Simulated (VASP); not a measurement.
# Cu (I4/mmm) in VASP: a series of runs, part 2 of 3

VASP 6.6.1.

**5. Single point, PBE**

This run uses another cell than the first one: it holds 1 atom, not 2.

The input, INCAR:

```
SYSTEM = Cu
ALGO = Fast
EDIFF = 1E-6
ENCUT = 520
GGA = PE
ISIF = 2
ISMEAR = -1
LASPH = .TRUE.
LCHARG = .FALSE.
LREAL = .FALSE.
LWAVE = .FALSE.
NBANDS = 12
NELM = 80
PREC = Accurate
SIGMA = 0.15
```

The input, KPOINTS:

```
k-points
0
G
  24 24 24
  0 0 0
```

The input, POSCAR:

```
Cu
1.0
   -1.4755758640      1.4755758640      1.3801306735
    1.4755758640     -1.4755758640      1.3801306735
    1.4755758640      1.4755758640     -1.3801306735
Cu
1
Direct
    0.0000000000      0.0000000000      0.0000000000
```

Potentials or basis: VASP PAW PBE potentials, release 64 (Cu).

Run with:

```console
$ cat potpaw_PBE.64/Cu/POTCAR > POTCAR
$ mpirun -np 1 vasp_std > vasp.out
```

OUTCAR:

```text
SYSTEM = Cu
   EDIFF = 1E-6
   ENCUT = 520
   GGA = PE
   ISIF = 2
   ISMEAR = -1
   LASPH = .TRUE.
   LREAL = .FALSE.
   NELM = 80
   PREC = Accurate

 ion  position               nearest neighbor table
   1  0.000  0.000  0.000-

  LATTYP: Found a body centered tetragonal cell.
 ALAT       =     2.9511517280
 C/A-ratio  =     0.9353166497

  Lattice vectors:

 A1 = (  -1.4755758640,   1.4755758640,   1.3801306735)
 A2 = (   1.4755758640,  -1.4755758640,   1.3801306735)
 A3 = (   1.4755758640,   1.4755758640,  -1.3801306735)

Analysis of symmetry for initial positions (statically):
=====================================================================
 Subroutine PRICEL returns:
 Original cell was already a primitive cell.

 Routine SETGRP: Setting up the symmetry group for a
 body centered tetragonal supercell.

 Subroutine GETGRP returns: Found 16 space group operations
 (whereof 16 operations were pure point group operations)
 out of a pool of 16 trial point group operations.

The static configuration has the point symmetry D_4h.

Analysis of symmetry for dynamics (positions and initial velocities):
=====================================================================
 Subroutine PRICEL returns:
 Original cell was already a primitive cell.

 Routine SETGRP: Setting up the symmetry group for a
 body centered tetragonal supercell.

 Subroutine GETGRP returns: Found 16 space group operations
 (whereof 16 operations were pure point group operations)
 out of a pool of 16 trial point group operations.

The dynamic configuration has the point symmetry D_4h.

 Subroutine INISYM returns: Found 16 space group operations
 (whereof 16 operations are pure point group operations),
 and found     1 'primitive' translations

----------------------------------------------------------------------------------------

                                     Primitive cell

  volume of cell :      12.0200

  direct lattice vectors                    reciprocal lattice vectors
    -1.475575864  1.475575864  1.380130674     0.000000000  0.338850758  0.362284536
     1.475575864 -1.475575864  1.380130674     0.338850758  0.000000000  0.362284536
     1.475575864  1.475575864 -1.380130674     0.338850758  0.338850758  0.000000000

  length of vectors
     2.501881080  2.501881080  2.501881080     0.496054353  0.496054353  0.479207338

  position of ions in fractional coordinates (direct lattice)
     0.000000000  0.000000000  0.000000000

  ion indices of the primitive-cell ions
   primitive index   ion index
                 1           1

----------------------------------------------------------------------------------------

 KPOINTS: k-points

Automatic generation of k-mesh.
 Grid dimensions read from file:
 generate k-points for:   24   24   24

 Generating k-lattice:

  Cartesian coordinates                     Fractional coordinates (reciprocal lattice)
     0.000000000  0.014118782  0.015095189     0.041666667  0.000000000  0.000000000
     0.014118782  0.000000000  0.015095189     0.000000000  0.041666667  0.000000000
     0.014118782  0.014118782  0.000000000     0.000000000  0.000000000  0.041666667

  Length of vectors
     0.020668931  0.020668931  0.019966972

  Shift w.r.t. Gamma in fractional coordinates (k-lattice)
     0.000000000  0.000000000  0.000000000

 Subroutine IBZKPT returns following result:
 ===========================================

 Found   1063 irreducible k-points:

 Following reciprocal coordinates:
            Coordinates               Weight
  0.000000  0.000000  0.000000      1.000000
  0.041667  0.000000  0.000000      8.000000
  0.083333  0.000000  0.000000      8.000000
  0.125000  0.000000 -0.000000      8.000000
  0.166667  0.000000  0.000000      8.000000
  0.208333  0.000000  0.000000      8.000000
[... 16 lines left out ...]
  0.416667  0.041667  0.000000     16.000000
  0.458333  0.041667  0.000000     16.000000
 [... further k-points ...]
   k-points           NKPTS =   1063   k-points in BZ     NKDIM =   1063   number of bands    NBANDS=     12
   number of dos      NEDOS =    301   number of ions     NIONS =      1
   total plane-waves  NPLWV =   8000
   dimension x,y,z NGX =    20 NGY =   20 NGZ =   20
   dimension x,y,z NGXF=    40 NGYF=   40 NGZF=   40
   ions per type =               1
   NGX,Y,Z   is equivalent  to a cutoff of  13.29, 13.29, 13.29 a.u.
   NGXF,Y,Z  is equivalent  to a cutoff of  26.58, 26.58, 26.58 a.u.
 SYSTEM =  Cu
   PREC   = accura    normal or accurate (medium, high low for compatibility)
   ISTART =      0    job   : 0-new  1-cont  2-samecut
   ICHARG =      2    charge: 1-file 2-atom 10-const
   ISPIN  =      1    spin polarized calculation?
   LNONCOLLINEAR =      F non collinear calculations
   LSORBIT =      F    spin-orbit coupling
   LASPH  =      T    aspherical Exc in radial PAW
   ENCUT  =  520.0 eV  38.22 Ry    6.18 a.u.   4.65  4.65  4.65*2*pi/ulx,y,z
   NELM   =     80;   NELMIN=  2; NELMDL= -5     # of ELM steps
   EDIFF  = 0.1E-05   stopping-criterion for ELM
   LREAL  =      F    real-space projection
   EDIFFG = 0.1E-04   stopping-criterion for IOM
   NSW    =      0    number of steps for IOM
   IBRION =     -1    ionic relax: 0-MD 1-quasi-New 2-CG
   NFREE  =      0    steps in history (QN), initial steepest desc. (CG)
   ISIF   =      2    stress and relaxation
   ISYM   =      2    0-nonsym 1-usesym 2-fastsym
   POTIM  = 0.5000    time-step for ionic-motion
   TEBEG  =    0.0;   TEEND  =   0.0 temperature during run
   PSTRESS=    0.0 pullay stress
   NELECT =      11.0000    total number of electrons
   NUPDOWN=      -1.0000    fix difference up-down
   EMIN   =  10.00;   EMAX   =-10.00  energy-range for DOS
   EFERMI =   0.00;   METHOD = LEGACY
   ISMEAR =    -1;   SIGMA  =   0.15  broadening in eV -4-tet -1-fermi 0-gaus
   EFERMI_NEDOS =   21; number of points for ismear=-14 and -15
   IALGO  =     68    algorithm
   IMIX   =      4    mixing-type and parameters
     AMIX     =   0.40;   BMIX     =  1.00
     AMIX_MAG =   1.60;   BMIX_MAG =  1.00
  volume/ion in A,a.u.               =      12.02        81.11
  Fermi-wavevector in a.u.,A,eV,Ry     =   1.589417  3.003563 34.371686  2.526248
  Thomas-Fermi vector in A             =   2.688270
   LORBIT       =      0    0 simple, 1 ext, 2 COOP (PROOUT), +10 PAW based schemes
   GGA     = PE    functional components
   LHFCALC =     F    Hartree Fock is set to
   AEXX    =    0.0000 exact exchange contribution
   IVDW    =     0    specifies the selected vdW correction
   LEPSILON=     F    determine dielectric tensor
   LRPA    =     F    only Hartree local field effects (RPA)
 non-spin polarized calculation
 RMM-DIIS sequential band-by-band and
  energy-cutoff  :      520.00
  volume of cell :       12.02
 maximum number of plane-waves:       338
   NGX =  9   NGY =  9   NGZ =  9

 number of electron      10.9999992 magnetization

 Free energy of the ion-electron system (eV)
  ---------------------------------------------------
  ext. energy  EPLUGINS =         0.00000000
  ---------------------------------------------------
  free energy    TOTEN  =        -3.70449147 eV

  energy without entropy =       -3.68039487  energy(sigma->0) =       -3.69244317

 E-fermi :   7.3740     XC(G=0): -12.6252

 val. band max:        7.3716071540   @ k =  -0.4167   0.5000   0.0417
 cond. band min:       7.3745565609   @ k =   0.2083   0.1667   0.1250
 fundamental gap:      0.0029494069
 Fermi energy:         7.3740128341

 k-point     1 :       0.0000    0.0000    0.0000
  band No.  band energies     occupation
      1      -1.8430      2.00000
      2       4.1582      2.00000
      3       4.4171      2.00000
      4       4.4171      2.00000
      5       5.1449      2.00000
      6       5.4201      2.00000
      7      31.4819      0.00000
      8      31.4819      0.00000
      9      33.3332      0.00000
     10      35.2629      0.00000
     11      35.2647      0.00000
     12      35.3825      0.00000
[... 331 lines left out ...]
 k-point    24 :       0.4583    0.0417    0.0000
  band No.  band energies     occupation
      1       2.4833      2.00000
      2       3.5414      2.00000
      3       5.2407      2.00000
      4       5.4908      1.99999
      5       5.8868      1.99990
      6       7.1432      1.64664
      7      12.0224      0.00000
      8      23.4775      0.00000
      9      24.1400      0.00000
     10      28.4830      0.00000
     11      31.2444      0.00000
     12      39.9724      0.00000

 [... further k-points ...]

------------------------ aborting loop because EDIFF is reached ----------------------------------------

  FORCE on cell =-STRESS in cart. coord.  units (eV):
  Direction    XX          YY          ZZ          XY          YZ          ZX
  --------------------------------------------------------------------------------------
  -------------------------------------------------------------------------------------
  Total        0.0378576      0.0378576      0.0411974      0.0000000      0.0000000      0.0000000
  in kB        5.0461525      5.0461525      5.4913305      0.0000000      0.0000000      0.0000000
  external PRESSURE =       5.1945452 kB  Pullay stress =       0.0000000 kB

 VOLUME and BASIS-vectors are now :
 -----------------------------------------------------------------------------
  energy-cutoff  :      520.00
  volume of cell :       12.02
      direct lattice vectors                 reciprocal lattice vectors
    -1.475575864  1.475575864  1.380130674     0.000000000  0.338850758  0.362284536
     1.475575864 -1.475575864  1.380130674     0.338850758  0.000000000  0.362284536
     1.475575864  1.475575864 -1.380130674     0.338850758  0.338850758  0.000000000

 POSITION                                       TOTAL-FORCE (eV/Angst)
 -----------------------------------------------------------------------------------
      0.00000      0.00000      0.00000         0.000000      0.000000     -0.000000
 -----------------------------------------------------------------------------------
    total drift:                                0.000000     -0.000000      0.000000

  FREE ENERGIE OF THE ION-ELECTRON SYSTEM (eV)
  ---------------------------------------------------
  free  energy   TOTEN  =        -3.7044914743 eV

  energy  without entropy=       -3.6803948740  energy(sigma->0) =       -3.69244317
```

OSZICAR:

```text
N       E                     dE             d eps       ncg     rms          rms(c)
DAV:   1     0.426440450058E+02    0.42644E+02   -0.54151E+03 28300   0.153E+03
DAV:   2    -0.324426862001E+01   -0.45888E+02   -0.42285E+02 26160   0.203E+02
DAV:   3    -0.459105486734E+01   -0.13468E+01   -0.13354E+01 29652   0.401E+01
DAV:   4    -0.459940325588E+01   -0.83484E-02   -0.83471E-02 28744   0.280E+00
DAV:   5    -0.459948367921E+01   -0.80423E-04   -0.80422E-04 29752   0.281E-01    0.760E+00
RMM:   6    -0.406156238644E+01    0.53792E+00   -0.31452E+00 31940   0.329E+01    0.444E+00
RMM:   7    -0.371797370087E+01    0.34359E+00   -0.46527E-01 31628   0.124E+01    0.100E+00
RMM:   8    -0.370608485285E+01    0.11889E-01   -0.12078E-02 32679   0.113E+00    0.314E-01
RMM:   9    -0.370441813405E+01    0.16667E-02   -0.33250E-03 33317   0.109E+00    0.230E-02
RMM:  10    -0.370448119267E+01   -0.63059E-04   -0.48247E-04 33611   0.282E-01    0.107E-02
RMM:  11    -0.370448916298E+01   -0.79703E-05   -0.75631E-05 35634   0.100E-01    0.776E-03
RMM:  12    -0.370449121512E+01   -0.20521E-05   -0.11024E-05 33676   0.369E-02    0.289E-03
RMM:  13    -0.370449147428E+01   -0.25915E-06   -0.18557E-06 22987   0.142E-02
   1 F= -.37044915E+01 E0= -.36924432E+01  d E =-.240966E-01
```

Wall time 62 s (1 thread of Intel Xeon 6975P-C (Granite Rapids), shared host); peak memory 0.25 GiB.

What came out:

| Item | Value |
| --- | --- |
| Free energy | -3.7045 eV |
| Pressure | 0.5 GPa |

(Continued in part 3 of 3.)
